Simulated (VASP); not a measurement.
Write the native input for VASP 6.6.1 that does the following.

| Quantity | Value |
| --- | --- |
| Task | single point |
| Functional | PBEsol |
| Potentials or basis | VASP PAW PBE potentials, release 64 (W_sv, C) |
| Cutoff | 520 eV |
| k mesh | 13 × 13 × 12 |
| Occupations | fermi-dirac, width 0.05 eV |
| Spin | no spin polarisation |
| Dipole correction | no |
| Further INCAR settings | ALGO = Normal; EDIFF = 1e-06; NBANDS = 16 |

The structure of WC lies in POSCAR:

```
WC
1.0
    2.9005014360      0.0290050144      0.0290050144
   -1.4251316387      2.4974054201      0.0106165721
    0.0282900000      0.0282900000      2.8290000000
W C
1 1
Direct
    0.0000000000      0.0000000000      0.0000000000
    0.6666666667      0.3333333333      0.5000000000
```

This cell differs from its parent crystal: equal xy, yz and zx shear strains of +2 %.

One way to write it, as run:

INCAR

```
SYSTEM = WC
PREC = Accurate ; ENCUT = 520
EDIFF = 1E-6 ; ISMEAR = -1
SIGMA = 0.05 ; LREAL = .FALSE.
LASPH = .TRUE. ; NELM = 100
ALGO = Normal ; ISIF = 2
LWAVE = .FALSE. ; LCHARG = .TRUE.
GGA = PS ; LELF = .TRUE.
LVHAR = .TRUE. ; NBANDS = 16
```

KPOINTS

```
Automatic mesh
0
G
  13 13 12
  0 0 0
```

Potentials or basis: VASP PAW PBE potentials, release 64 (W_sv, C).

Run with:

```console
$ cat potpaw_PBE.64/W_sv/POTCAR potpaw_PBE.64/C/POTCAR > POTCAR
$ mpirun -np 1 vasp_std > vasp.out
```

Results of the run:

```
Pressure               : 0.9 GPa
Largest force          : 0.095 eV/Å
Band gap on the k mesh : zero (bands 9 and 10 overlap by 1.19 eV)
```

Caveat: the cell differs from its parent crystal (equal xy, yz and zx shear strains of +2 %); the PAW data sets were made with another functional, which shifts forces and pressure a little; spin-orbit coupling is left out, which moves the levels of the heavy elements.

Wall time 4.6 min on 1 thread of AMD EPYC 7R43 64-Core Processor (Zen 3), with other jobs on the host, peak memory 0.38 GiB.
